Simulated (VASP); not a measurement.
# KBr (Fm-3m) in VASP: notebook

KBr is run at these levels: PBE-based screened hybrid with 20 % exact exchange, PBE-based screened hybrid with 30 % exact exchange, PBE; tasks: single point.

Everything below comes from runs of VASP 6.6.1. Logs are shortened: lines on timing, memory, paths and dates and some standing lists are left out, and cuts for length are marked.

## Step 1: The cell of the first run

The structure is cubic, space group Fm-3m (No. 225). The conventional cell has a = 6.600 Å, b = 6.600 Å, c = 6.600 Å, α = 90.00°, β = 90.00°, γ = 90.00°. Br (site symmetry m-3m) has 6 K at 3.30 Å within 4.3 Å. Within 4.3 Å of K (site symmetry m-3m) lie 6 Br at 3.30 Å.

## Step 2: Single point, PBE-based screened hybrid with 20 % exact exchange

POSCAR

```
KBr
1.0
    0.0000000000      3.3000000000      3.3000000000
    3.3000000000      0.0000000000      3.3000000000
    3.3000000000      3.3000000000      0.0000000000
Br K
1 1
Direct
    0.5000000000      0.5000000000      0.5000000000
    0.0000000000      0.0000000000      0.0000000000
```

INCAR.step1

```
SYSTEM = KBr
PREC = Accurate
ENCUT = 520
EDIFF = 1E-5
ISMEAR = -1
SIGMA = 0.05
LREAL = .FALSE.
LASPH = .TRUE.
NELM = 60
ALGO = Normal
ISIF = 2
LWAVE = .TRUE.
LCHARG = .FALSE.
GGA = PE
NBANDS = 15
```

INCAR.step2

```
SYSTEM = KBr
PREC = Accurate
ENCUT = 520
EDIFF = 1E-6
ISMEAR = -1
SIGMA = 0.05
LREAL = .FALSE.
LASPH = .TRUE.
NELM = 60
ALGO = Normal
ISIF = 2
LWAVE = .FALSE.
LCHARG = .FALSE.
GGA = PE
LHFCALC = .TRUE.
AEXX = 0.2
HFSCREEN = 0.2
PRECFOCK = Normal
ISTART = 1
NBANDS = 15
```

KPOINTS

```
regular mesh
0
G
  4 4 4
  0 0 0
```

Potentials or basis: VASP PAW PBE potentials, release 64 (Br, K_sv).

The run is started by

```
$ cat potpaw_PBE.64/Br/POTCAR potpaw_PBE.64/K_sv/POTCAR > POTCAR
$ cp INCAR.step1 INCAR
$ mpirun -np 1 vasp_std > vasp.out
$ cp INCAR.step2 INCAR
$ mpirun -np 1 vasp_std > vasp.out
```

OUTCAR:

```text
SYSTEM = KBr
   PREC = Accurate
   ENCUT = 520
   EDIFF = 1E-6
   ISMEAR = -1
   LREAL = .FALSE.
   LASPH = .TRUE.
   NELM = 60
   ISIF = 2
   GGA = PE
   LHFCALC = .TRUE.
   AEXX = 0.2
   HFSCREEN = 0.2
   PRECFOCK = Normal
   ISTART = 1

 ion  position               nearest neighbor table
   1  0.500  0.500  0.500-   2 3.30   2 3.30   2 3.30   2 3.30   2 3.30   2 3.30
   2  0.000  0.000  0.000-   1 3.30   1 3.30   1 3.30   1 3.30   1 3.30   1 3.30

  LATTYP: Found a face centered cubic cell.
 ALAT       =     6.6000000000

  Lattice vectors:

 A1 = (   0.0000000000,   3.3000000000,   3.3000000000)
 A2 = (   3.3000000000,   0.0000000000,   3.3000000000)
 A3 = (   3.3000000000,   3.3000000000,   0.0000000000)

Analysis of symmetry for initial positions (statically):
=====================================================================
 Subroutine PRICEL returns:
 Original cell was already a primitive cell.

 Routine SETGRP: Setting up the symmetry group for a
 face centered cubic supercell.

 Subroutine GETGRP returns: Found 48 space group operations
 (whereof 48 operations were pure point group operations)
 out of a pool of 48 trial point group operations.

The static configuration has the point symmetry O_h .

Analysis of symmetry for dynamics (positions and initial velocities):
=====================================================================
 Subroutine PRICEL returns:
 Original cell was already a primitive cell.

 Routine SETGRP: Setting up the symmetry group for a
 face centered cubic supercell.

 Subroutine GETGRP returns: Found 48 space group operations
 (whereof 48 operations were pure point group operations)
 out of a pool of 48 trial point group operations.

The dynamic configuration has the point symmetry O_h .

 Subroutine INISYM returns: Found 48 space group operations
 (whereof 48 operations are pure point group operations),
 and found     1 'primitive' translations

----------------------------------------------------------------------------------------

                                     Primitive cell

  volume of cell :      71.8740

  direct lattice vectors                    reciprocal lattice vectors
     0.000000000  3.300000000  3.300000000    -0.151515152  0.151515152  0.151515152
     3.300000000  0.000000000  3.300000000     0.151515152 -0.151515152  0.151515152
     3.300000000  3.300000000  0.000000000     0.151515152  0.151515152 -0.151515152

  length of vectors
     4.666904756  4.666904756  4.666904756     0.262431941  0.262431941  0.262431941

  position of ions in fractional coordinates (direct lattice)
     0.500000000  0.500000000  0.500000000
     0.000000000  0.000000000  0.000000000

  ion indices of the primitive-cell ions
   primitive index   ion index
                 1           1
                 2           2

----------------------------------------------------------------------------------------

 KPOINTS: regular mesh

Automatic generation of k-mesh.
 Grid dimensions read from file:
 generate k-points for:    4    4    4

 Generating k-lattice:

  Cartesian coordinates                     Fractional coordinates (reciprocal lattice)
    -0.037878788  0.037878788  0.037878788     0.250000000  0.000000000  0.000000000
     0.037878788 -0.037878788  0.037878788     0.000000000  0.250000000  0.000000000
     0.037878788  0.037878788 -0.037878788     0.000000000  0.000000000  0.250000000

  Length of vectors
     0.065607985  0.065607985  0.065607985

  Shift w.r.t. Gamma in fractional coordinates (k-lattice)
     0.000000000  0.000000000  0.000000000

 Subroutine IBZKPT returns following result:
 ===========================================

 Found      8 irreducible k-points:

 Following reciprocal coordinates:
            Coordinates               Weight
  0.000000  0.000000  0.000000      1.000000
  0.250000  0.000000  0.000000      8.000000
  0.500000  0.000000  0.000000      4.000000
  0.250000  0.250000  0.000000      6.000000
  0.500000  0.250000  0.000000     24.000000
 -0.250000  0.250000  0.000000     12.000000
  0.500000  0.500000  0.000000      3.000000
 -0.250000  0.500000  0.250000      6.000000
   k-points           NKPTS =      8   k-points in BZ     NKDIM =     64   number of bands    NBANDS=     15
   number of dos      NEDOS =    301   number of ions     NIONS =      2
   total plane-waves  NPLWV =  46656
   dimension x,y,z NGX =    36 NGY =   36 NGZ =   36
   dimension x,y,z NGXF=    72 NGYF=   72 NGZF=   72
   ions per type =               1   1
   NGX,Y,Z   is equivalent  to a cutoff of  12.82, 12.82, 12.82 a.u.
   NGXF,Y,Z  is equivalent  to a cutoff of  25.65, 25.65, 25.65 a.u.
 SYSTEM =  KBr
   PREC   = accura    normal or accurate (medium, high low for compatibility)
   ISTART =      1    job   : 0-new  1-cont  2-samecut
   ICHARG =      0    charge: 1-file 2-atom 10-const
   ISPIN  =      1    spin polarized calculation?
   LNONCOLLINEAR =      F non collinear calculations
   LSORBIT =      F    spin-orbit coupling
   LASPH  =      T    aspherical Exc in radial PAW
   ENCUT  =  520.0 eV  38.22 Ry    6.18 a.u.   8.68  8.68  8.68*2*pi/ulx,y,z
   NELM   =     60;   NELMIN=  2; NELMDL=  0     # of ELM steps
   EDIFF  = 0.1E-05   stopping-criterion for ELM
   LREAL  =      F    real-space projection
   EDIFFG = 0.1E-04   stopping-criterion for IOM
   NSW    =      0    number of steps for IOM
   IBRION =     -1    ionic relax: 0-MD 1-quasi-New 2-CG
   NFREE  =      0    steps in history (QN), initial steepest desc. (CG)
   ISIF   =      2    stress and relaxation
   ISYM   =      3    0-nonsym 1-usesym 2-fastsym
   POTIM  = 0.5000    time-step for ionic-motion
   TEBEG  =    0.0;   TEEND  =   0.0 temperature during run
   PSTRESS=    0.0 pullay stress
   NELECT =      16.0000    total number of electrons
   NUPDOWN=      -1.0000    fix difference up-down
   EMIN   =  10.00;   EMAX   =-10.00  energy-range for DOS
   EFERMI =   0.00;   METHOD = LEGACY
   ISMEAR =    -1;   SIGMA  =   0.05  broadening in eV -4-tet -1-fermi 0-gaus
   EFERMI_NEDOS =   21; number of points for ismear=-14 and -15
   IALGO  =     38    algorithm
   IMIX   =      1    mixing-type and parameters
     AMIX     =   0.40;   BMIX     =  1.00
     AMIX_MAG =   1.60;   BMIX_MAG =  1.00
  volume/ion in A,a.u.               =      35.94       242.51
  Fermi-wavevector in a.u.,A,eV,Ry     =   0.992181  1.874950 13.393889  0.984423
  Thomas-Fermi vector in A             =   2.123975
   LORBIT       =      0    0 simple, 1 ext, 2 COOP (PROOUT), +10 PAW based schemes
   GGA     = PE    functional components
   LHFCALC =     T    Hartree Fock is set to
   PRECFOCK=normal    Normal, Fast or Accurate (Low or Medium for compatibility)
   ENCUT4O =  -1.0   cutoff for four orbital integrals eV
   NKREDX  =     1    reduce k-point grid by
   NKREDY  =     1    reduce k-point grid by
   NKREDZ  =     1    reduce k-point grid by
   AEXX    =    0.2000 exact exchange contribution
   HFSCREEN=    0.2000 screening length (either q_TF or 0.3 A-1)
   HFSCREENC=   0.2000 screening length for correlation (either q_TF or 0.3 A-1)
   ENCUTFOCK=  -1.0 apply spherical cutoff to Coloumb kernel
   IVDW    =     0    specifies the selected vdW correction
   LEPSILON=     F    determine dielectric tensor
   LRPA    =     F    only Hartree local field effects (RPA)
 non-spin polarized calculation
  energy-cutoff  :      520.00
  volume of cell :       71.87
 maximum number of plane-waves:      1964
 NGX is ok and might be reduce to    36
  NGX = 28; NGY = 28; NGZ = 28

 number of electron      15.9999997 magnetization

 Free energy of the ion-electron system (eV)
  ---------------------------------------------------
  ext. energy  EPLUGINS =         0.00000000
  ---------------------------------------------------
  free energy    TOTEN  =        -6.98717811 eV

  energy without entropy =       -6.98717811  energy(sigma->0) =       -6.98717811

 E-fermi :  -1.2882     XC(G=0):  -6.4103

 val. band max:       -2.4466812046   @ k =   0.0000   0.0000   0.0000
 cond. band min:       2.9334077781   @ k =   0.0000   0.0000   0.0000
 fundamental gap:      5.3800889827
 Fermi energy:        -1.2881859306

 k-point     1 :       0.0000    0.0000    0.0000
  band No.  band energies     occupation
      1     -31.9815      2.00000
      2     -15.5682      2.00000
      3     -14.3752      2.00000
      4     -14.3752      2.00000
      5     -14.3752      2.00000
      6      -2.4467      2.00000
      7      -2.4467      2.00000
      8      -2.4467      2.00000
      9       2.9334      0.00000
     10       6.2681      0.00000
     11       6.2681      0.00000
     12       6.2681      0.00000
     13       7.1939      0.00000
     14       7.1939      0.00000
     15      10.0889      0.00000

 k-point     2 :       0.2500    0.0000    0.0000
  band No.  band energies     occupation
      1     -31.9786      2.00000
      2     -15.6615      2.00000
      3     -14.3772      2.00000
      4     -14.3772      2.00000
      5     -14.2393      2.00000
      6      -3.1329      2.00000
      7      -2.6237      2.00000
      8      -2.6237      2.00000
      9       4.2023      0.00000
     10       6.0950      0.00000
     11       7.0062      0.00000
     12       7.0062      0.00000
     13       7.9893      0.00000
     14       7.9893      0.00000
     15      11.0859      0.00000

 k-point     3 :       0.5000    0.0000    0.0000
  band No.  band energies     occupation
      1     -31.9757      2.00000
      2     -15.7400      2.00000
      3     -14.3792      2.00000
      4     -14.3792      2.00000
      5     -14.1169      2.00000
      6      -3.6704      2.00000
      7      -2.7885      2.00000
      8      -2.7885      2.00000
      9       5.0848      0.00000
     10       6.8940      0.00000
     11       8.6375      0.00000
     12       8.6375      0.00000
     13       8.6904      0.00000
     14       8.6904      0.00000
     15       9.7806      0.00000

 k-point     4 :       0.2500    0.2500    0.0000
  band No.  band energies     occupation
      1     -31.9777      2.00000
      2     -15.6094      2.00000
      3     -14.3935      2.00000
      4     -14.3935      2.00000
      5     -14.2853      2.00000
      6      -3.1729      2.00000
      7      -2.6171      2.00000
      8      -2.6171      2.00000
      9       4.4451      0.00000
     10       5.1011      0.00000
     11       7.6501      0.00000
     12       7.8003      0.00000
     13       7.8003      0.00000
     14       8.3185      0.00000
     15      10.6418      0.00000

 k-point     5 :       0.5000    0.2500    0.0000
  band No.  band energies     occupation
      1     -31.9748      2.00000
      2     -15.6151      2.00000
      3     -14.4153      2.00000
      4     -14.3957      2.00000
      5     -14.2571      2.00000
      6      -3.3682      2.00000
      7      -2.9286      2.00000
      8      -2.7696      2.00000
      9       5.2045      0.00000
     10       6.1716      0.00000
     11       7.5746      0.00000
     12       8.4725      0.00000
     13       8.5699      0.00000
     14       9.1268      0.00000
     15       9.8665      0.00000

 k-point     6 :      -0.2500    0.2500    0.0000
  band No.  band energies     occupation
      1     -31.9757      2.00000
      2     -15.6656      2.00000
      3     -14.4165      2.00000
      4     -14.3795      2.00000
      5     -14.1944      2.00000
      6      -3.3927      2.00000
      7      -2.8673      2.00000
      8      -2.7768      2.00000
      9       5.4470      0.00000
     10       6.0467      0.00000
     11       7.5034      0.00000
     12       7.6950      0.00000
     13       8.4340      0.00000
     14       9.4561      0.00000
     15       9.9331      0.00000

 k-point     7 :       0.5000    0.5000    0.0000
  band No.  band energies     occupation
      1     -31.9740      2.00000
      2     -15.4577      2.00000
      3     -14.4681      2.00000
      4     -14.4122      2.00000
      5     -14.4122      2.00000
      6      -3.3054      2.00000
      7      -2.7504      2.00000
      8      -2.7504      2.00000
      9       4.3968      0.00000
     10       5.8022      0.00000
     11       8.0975      0.00000
     12       8.2290      0.00000
     13       8.5566      0.00000
     14       9.7697      0.00000
     15       9.7697      0.00000

 k-point     8 :      -0.2500    0.5000    0.2500
  band No.  band energies     occupation
      1     -31.9739      2.00000
      2     -15.5548      2.00000
      3     -14.4399      2.00000
      4     -14.4399      2.00000
      5     -14.2760      2.00000
      6      -3.0638      2.00000
      7      -3.0638      2.00000
      8      -3.0027      2.00000
      9       5.9715      0.00000
     10       5.9715      0.00000
     11       6.9015      0.00000
     12       7.7910      0.00000
     13       9.4468      0.00000
     14       9.8027      0.00000
     15      10.0174      0.00000

------------------------ aborting loop because EDIFF is reached ----------------------------------------

  FORCE on cell =-STRESS in cart. coord.  units (eV):
  Direction    XX          YY          ZZ          XY          YZ          ZX
  --------------------------------------------------------------------------------------
  -------------------------------------------------------------------------------------
  Total        0.2425057      0.2425057      0.2425057     -0.0000000      0.0000000     -0.0000000
  in kB        5.4058097      5.4058097      5.4058097     -0.0000000      0.0000000     -0.0000000
  external PRESSURE =       5.4058097 kB  Pullay stress =       0.0000000 kB

 VOLUME and BASIS-vectors are now :
 -----------------------------------------------------------------------------
  energy-cutoff  :      520.00
  volume of cell :       71.87
      direct lattice vectors                 reciprocal lattice vectors
     0.000000000  3.300000000  3.300000000    -0.151515152  0.151515152  0.151515152
     3.300000000  0.000000000  3.300000000     0.151515152 -0.151515152  0.151515152
     3.300000000  3.300000000  0.000000000     0.151515152  0.151515152 -0.151515152

 POSITION                                       TOTAL-FORCE (eV/Angst)
 -----------------------------------------------------------------------------------
      3.30000      3.30000      3.30000        -0.000000     -0.000000     -0.000000
      0.00000      0.00000      0.00000         0.000000      0.000000      0.000000
 -----------------------------------------------------------------------------------
    total drift:                                0.000000      0.000000      0.000000

  FREE ENERGIE OF THE ION-ELECTRON SYSTEM (eV)
  ---------------------------------------------------
  free  energy   TOTEN  =        -6.9871781126 eV

  energy  without entropy=       -6.9871781126  energy(sigma->0) =       -6.98717811
```

It took 4.8 min on 1 thread of AMD EPYC 7R13 (Zen 3), shared host; peak memory 0.29 GiB.

What came out:

```yaml
Free_energy: -6.9872 eV
Pressure: 0.5 GPa
Band_gap_on_the_k_mesh: 5.38 eV
```

Levels at points of the mesh, in eV from the valence-band top:
| k point | band 4 | band 5 | band 6 | band 7 | band 8 | band 9 | band 10 | band 11 | band 12 | band 13 |
| --- | --- | --- | --- | --- | --- | --- | --- | --- | --- | --- |
| (0.00, 0.00, 0.00) | -11.93 | -11.93 | 0.00 | 0.00 | 0.00 | 5.38 | 8.71 | 8.71 | 8.71 | 9.64 |
| (0.50, 0.00, 0.00) | -11.93 | -11.67 | -1.22 | -0.34 | -0.34 | 7.53 | 9.34 | 11.08 | 11.08 | 11.14 |
| (0.50, 0.50, 0.00) | -11.97 | -11.97 | -0.86 | -0.30 | -0.30 | 6.84 | 8.25 | 10.54 | 10.68 | 11.00 |

Caveat: the PAW data sets were made with another functional, which shifts forces and pressure a little.

[end of part 1 of 2]
